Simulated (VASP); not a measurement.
# K4Br3 (Cmmm) in VASP: a series of runs, part 2 of 2

VASP 6.6.1. Earlier steps stand in the parts before.

### Step 4. Relaxation of cell and atoms, PBE

Input file INCAR:

```
PREC = Accurate ; ENCUT = 600
EDIFF = 1E-6 ; ISMEAR = 0
SIGMA = 0.1 ; LREAL = F
LASPH = T ; NELM = 80
ALGO = Normal ; ISIF = 3
LWAVE = F ; LCHARG = F
GGA = PE ; IBRION = 2
NSW = 90 ; EDIFFG = -0.04
```

Input file KPOINTS:

```
Automatic mesh
0
Gamma
  4 4 2
```

Input file POSCAR:

```
K4Br3
1.0
    4.2527070600     -4.7399930700      0.0000000000
    4.2527070600      4.7399930700      0.0000000000
    0.0000000000      0.0000000000      7.5218727100
K Br
4 3
Direct
    0.6746192300      0.6746192300      0.7584429900
    0.3253807700      0.3253807700      0.7584429900
    0.6746192300      0.6746192300      0.2415570100
    0.3253807700      0.3253807700      0.2415570100
    0.0000000000      0.5000000000      0.5000000000
    0.5000000000      0.0000000000      0.5000000000
    0.5000000000      0.5000000000      0.0000000000
```

Run with:

```
$ cat potpaw_PBE.64/K_sv/POTCAR potpaw_PBE.64/Br/POTCAR > POTCAR
$ mpirun -np 1 vasp_std > vasp.out
```

Run time: 37 min. Hardware: 1 thread of Intel Xeon Platinum 8559C (Emerald Rapids), shared host; peak memory 0.52 GiB.

Results (log left out):

| Quantity | Value |
| --- | --- |
| Free energy | -18.3686 eV |
| Relaxed volume | 57.69 Å³/atom |
| Relaxed cell | a = 6.725 Å, b = 6.725 Å, c = 8.932 Å, α = 90.00°, β = 90.00°, γ = 88.23° |
| Space group after relaxing (to 0.1 Å) | Cmmm (No. 65) |
| Energy gained by relaxing | 1045.7 meV/atom |
| Ionic steps | 20 |
| Pressure after relaxing | 0.0 GPa |
| Largest force after relaxing | 0.021 eV/Å |
| Band gap on the k mesh | zero (an odd number of electrons rules out a gap without spin polarisation) |

Forces in eV/Å, atoms in the order of the input:
```
K    0.020  0.000  0.005
K   -0.020  0.000  0.005
K    0.020  0.000 -0.005
K   -0.020  0.000 -0.005
Br   0.000  0.000  0.000
Br   0.000  0.000  0.000
Br   0.000  0.000  0.000
```

Stress tensor (GPa, compression positive):
```
 0.05  0.00  0.00
 0.00  0.00  0.00
 0.00  0.00 -0.08
```

The path:
```tsv
step	energy change (eV)	largest force (eV/Å)	pressure (GPa)	volume (Å³)
1	0.0000	6.4680	11.58	303.25
2	-7.0748	0.1967	-0.25	456.09
3	-7.0351	0.3501	0.18	428.94
4	-7.0783	0.2223	-0.17	449.57
5	-7.0772	0.2375	-0.12	446.37
6	-7.1034	0.2243	-0.04	442.91
7	-7.1421	0.2327	0.24	432.38
8	-7.1702	0.2040	0.13	438.49
9	-7.2143	0.1249	-0.16	456.98
10	-7.2161	0.1066	-0.21	461.19
11	-7.2408	0.0816	-0.14	454.46
12	-7.2537	0.0437	-0.04	445.60
13	-7.2663	0.0527	-0.05	440.29
14	-7.2728	0.1123	-0.06	434.11
15	-7.2848	0.0988	0.01	425.36
16	-7.2951	0.0808	0.18	404.37
17	-7.3006	0.0696	0.14	403.58
18	-7.3058	0.0423	0.03	401.52
19	-7.3110	0.0364	0.02	402.12
20	-7.3201	0.0207	-0.01	403.81
```

Final structure:
```xyz
7
Lattice="4.8285 -4.6816 0.0000 4.8285 4.6816 0.0000 0.0000 0.0000 8.9320" Properties=species:S:1:pos:R:3 pbc="T T T"
K     7.1436    0.0000    6.6738
K     2.5134    0.0000    6.6738
K     7.1436    0.0000    2.2583
K     2.5134    0.0000    2.2583
Br    2.4143    2.3408    4.4660
Br    2.4143   -2.3408    4.4660
Br    4.8285    0.0000    0.0000
```

Levels at points of the mesh, in eV from the Fermi level:
```tsv
k point	band 26	band 27	band 28	band 29	band 30	band 31
(0.00, 0.00, 0.00)	-4.16	-4.01	-3.79	-0.83	1.36	1.59
(0.50, 0.00, 0.00)	-4.10	-4.01	-3.98	0.10	0.51	1.63
(0.50, 0.50, 0.00)	-4.11	-4.10	-3.73	0.40	1.06	1.38
(0.00, 0.00, 0.50)	-4.14	-4.05	-3.79	-0.38	0.35	1.87
(0.50, 0.00, 0.50)	-4.07	-4.01	-4.00	0.24	0.74	1.13
(0.50, 0.50, 0.50)	-4.11	-4.09	-3.73	0.34	1.54	1.61
```

Caveat: the k points lie up to 0.35 Å⁻¹ apart in the final cell, too coarse for converged energies and pressures of a metal; the volume moved by over 15 % at a fixed basis, so the end points are rough; an odd number of electrons without spin polarisation forces a metal; a magnetic or distorted state may lie lower.

### Step 5. Single point, PBE

This run uses another cell than the first one, of 57.39 Å³/atom.

Input file INCAR:

```
PREC = Accurate
ENCUT = 520
EDIFF = 1E-6
ISMEAR = 0
SIGMA = 0.1
LREAL = False
LASPH = True
NELM = 100
ALGO = Normal
ISIF = 2
LWAVE = False
LCHARG = True
GGA = PE
LELF = True
LVHAR = True
NBANDS = 38
```

Input file KPOINTS:

```
Automatic mesh
0
Gamma
  6 6 4
```

Input file POSCAR:

```
K4Br3
1.0
    4.6961426663     -4.8361951274      0.0000000000
    4.6961426663      4.8361951274      0.0000000000
    0.0000000000      0.0000000000      8.8444803533
K Br
4 3
Direct
    0.2576309758      0.7423690242      0.7480782067
    0.7423690242      0.2576309758      0.7480782067
    0.2576309758      0.7423690242      0.2519217933
    0.7423690242      0.2576309758      0.2519217933
    0.5000000000      0.0000000000      0.5000000000
    0.0000000000      0.5000000000      0.5000000000
    0.5000000000      0.5000000000      0.0000000000
```

Run with:

```
$ cat potpaw_PBE.64/K_sv/POTCAR potpaw_PBE.64/Br/POTCAR > POTCAR
$ mpirun -np 1 vasp_std > vasp.out
```

It took 7.8 min on 1 thread of Intel Xeon Platinum 8559C (Emerald Rapids), shared host; peak memory 0.7 GiB.

The run converged. Its results:

* Free energy: -18.3769 eV
* Pressure: 0.0 GPa
* Largest force: 0.006 eV/Å
* Band gap on the k mesh: zero (an odd number of electrons rules out a gap without spin polarisation)

Forces in eV/Å, atoms in the order of the input:
```
K    0.000  0.005 -0.004
K    0.000 -0.005 -0.004
K    0.000  0.005  0.004
K    0.000 -0.005  0.004
Br   0.000  0.000  0.000
Br   0.000  0.000  0.000
Br   0.000  0.000  0.000
```

Levels at points of the mesh, in eV from the Fermi level:
```tsv
k point	band 24	band 25	band 26	band 27	band 28	band 29	band 30	band 31	band 32	band 33
(0.00, 0.00, 0.00)	-4.21	-4.14	-4.11	-3.96	-3.73	-0.79	1.44	1.70	1.82	2.05
(0.50, 0.00, 0.00)	-4.25	-4.23	-4.05	-3.95	-3.92	0.12	0.56	1.71	2.06	2.32
(0.50, 0.50, 0.00)	-4.28	-4.22	-4.07	-4.05	-3.68	0.41	1.11	1.41	1.97	2.16
(0.00, 0.00, 0.50)	-4.21	-4.12	-4.09	-4.01	-3.73	-0.34	0.43	1.90	2.09	2.26
(0.50, 0.00, 0.50)	-4.26	-4.26	-4.02	-3.95	-3.94	0.26	0.80	1.19	1.80	2.41
(0.50, 0.50, 0.50)	-4.25	-4.21	-4.07	-4.04	-3.68	0.35	1.59	1.64	1.94	2.09
```

Caveat: an odd number of electrons without spin polarisation forces a metal; a magnetic or distorted state may lie lower.

### Step 6. The runs side by side

```tsv
task	cell	k mesh	cutoff (eV)	gap on the mesh (eV)	pressure (GPa)	largest force (eV/Å)
single point	a = 6.368, b = 6.368, c = 7.522 Å, angles 90.0, 90.0, 96.2°, 7 atoms, atomic positions A	4 × 4 × 2	520	none	11.6	6.47
single point	a = 6.710, b = 6.710, c = 8.764 Å, angles 90.0, 90.0, 88.8°, 7 atoms, atomic positions B	4 × 4 × 2	520	none	0.1	0.03
relaxation of cell and atoms	relaxed from a = 6.368, b = 6.368, c = 7.522 Å, angles 90.0, 90.0, 96.2°, 7 atoms, atomic positions A	4 × 4 × 2	600	none	0.0	0.02
single point	a = 6.741, b = 6.741, c = 8.844 Å, angles 90.0, 90.0, 91.7°, 7 atoms, atomic positions C	6 × 6 × 4	520	none	0.0	0.01
```

Alike in all rows: level PBE; potentials or basis VASP PAW PBE potentials, release 64 (K_sv, Br); no spin polarisation; smearing gaussian 0.1 eV.

Caveats: some runs use coarse meshes; an odd number of electrons without spin polarisation forces a metal; a magnetic or distorted state may lie lower; the volume moved by over 15 % at a fixed basis, so the end points are rough (at least some runs).

Total energies depend on the potentials used, so only differences within one code and one set of settings carry meaning.
